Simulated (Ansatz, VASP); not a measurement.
One calculation of LiCl, two programs

```
Li Cl
1.0
     0.00000    2.73304    2.73304
     2.73304    0.00000    2.73304
     2.73304    2.73304    0.00000
Li Cl
1 1
Direct
  0.00000 0.00000 0.00000
  0.25000 0.25000 0.25000
```

Alike in both runs: task single point; functional HSE06; k mesh 6 × 6 × 6; no spin polarisation.

|  | VASP | Ansatz |
| --- | --- | --- |
| version | VASP 6.6.1 | Ansatz 0.2.0 |
| potentials or method | VASP PAW PBE potentials, release 64 (Li_sv, Cl) | plane waves, PAW |
| plane-wave cutoff (eV) | 520 | 420 |
| occupations | gaussian, width 0.01 eV | fixed |
| valence electrons in the cell | 10 | 10 |

```tsv
	VASP	Ansatz	Ansatz less VASP
gap on the k mesh at the Fermi level (eV)	7.39	7.39	0.000
```

Ansatz's warnings: stress exchange threshold loose, stress scf threshold loose.

Noted on VASP's run: the cutoff is short for stress, so the pressure is rough.
